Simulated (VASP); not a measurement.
MnO2:

```
Mn O
1.0
     2.91260    0.00000    0.00000
    -1.45630    2.52239    0.00000
     0.00000    0.00000    4.69162
Mn O
1 2
Direct
  0.00000 0.00000 0.50000
  0.33333 0.66667 0.70629
  0.66667 0.33333 0.29371
```

Base run:

* Program: VASP 6.6.1
* Functional: PBE
* Potentials or basis: VASP PAW PBE potentials, release 64 (Mn_pv, O)
* Cutoff: 520 eV
* k mesh: 11 × 11 × 6
* Occupations: fermi-dirac, width 0.05 eV
* Spin: collinear spin, ferromagnetic start
* Starting moments: [4.0, 0.0, 0.0] μB

Its results: band gap on the k mesh 1.01 eV (least direct gap 1.09 eV); pressure -5.0 GPa; net moment 3.00 μB per cell; site moments Mn +2.89; O +0.02 μB; largest force 0.473 eV/Å.

The run is repeated on the same cell with these changes: functional from PBE to LDA; potentials or basis from VASP PAW PBE potentials, release 64 (Mn_pv, O) to VASP PAW LDA potentials, release 64 (Mn_pv, O). What comes out?

Band gap on the k mesh 0.52 eV (least direct gap 0.57 eV); pressure -17.5 GPa; net moment 3.00 μB per cell; site moments Mn +2.84; O +0.04 μB; largest force 1.208 eV/Å.

Caveats: a cell with one magnetic atom can't hold antiferromagnetic order, which such compounds often take; the cell stands under tension (at least some runs); the stress differs along the axes, from -20 to -13 GPa (at least some runs); semilocal functionals underestimate gaps, and a narrow one can read as zero (at least some runs); forces of over 1 eV/Å act on the atoms, so gaps and moduli don't describe the material at rest (at least some runs).

A k mesh can miss the band edges.
